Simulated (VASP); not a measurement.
Input of a VASP 6.6.1 run:

The input POSCAR:

```
W
1.0
    4.0600000000     -4.0600000000      0.0000000000
    4.0600000000      0.0000000000      4.0600000000
    0.0000000000     -4.0600000000      4.0600000000
W
8
Direct
    0.4900456850      0.0298629450     -0.0099543150
    0.5000000000      0.0000000000      0.5000000000
    0.5000000000      0.5000000000      0.0000000000
    0.5000000000      0.5000000000      0.5000000000
    0.0000000000      0.0000000000      0.0000000000
    0.0000000000      0.0000000000      0.5000000000
    0.0000000000      0.5000000000      0.0000000000
    0.0000000000      0.5000000000      0.5000000000
```

INCAR.step1

```
ALGO = Normal
EDIFF = 1E-5
ENCUT = 550
GGA = PE
GGA_COMPAT = F
ISMEAR = 0
KPAR = 4
LASPH = T
LCHARG = F
LREAL = F
LWAVE = T
NBANDS = 66
NELM = 120
PREC = Accurate
SIGMA = 0.15
```

Contents of INCAR.step2:

```
ALGO = Normal
EDIFF = 1E-6
ENCUT = 550
GGA_COMPAT = F
ISIF = 2
ISMEAR = 0
ISTART = 1
KPAR = 4
LASPH = T
LCHARG = F
LMIXTAU = T
LREAL = F
LWAVE = F
METAGGA = R2SCAN
NBANDS = 66
NELM = 120
PREC = Accurate
SIGMA = 0.15
```

Contents of KPOINTS:

```
k-points
0
Gamma
  10 10 10
```

Potentials or basis: VASP PAW PBE potentials, release 64 (W_sv).

Run with:

```bash
$ cat potpaw_PBE.64/W_sv/POTCAR > POTCAR
$ cp INCAR.step1 INCAR
$ mpirun -np 4 vasp_std > vasp.out
$ cp INCAR.step2 INCAR
$ mpirun -np 4 vasp_std > vasp.out
```

**Question.** What does it give for the pressure?

**Answer.** -7.3 GPa.

**Question.** Predict the band gap on the k mesh.

**Answer.** Zero (bands 56 and 57 overlap by 0.76 eV).

Stress tensor (GPa, compression positive):
```
-7.33 -0.79 -0.79
-0.79 -7.33 -0.79
-0.79 -0.79 -7.33
```

Caveat: the cell differs from its parent crystal (atom 1 (W) moved +0.140 Å along Cartesian [1 1 1]); the cell stands under tension; the PAW data sets were made with another functional, which shifts forces and pressure a little; spin-orbit coupling is left out, which moves the levels of the heavy elements.
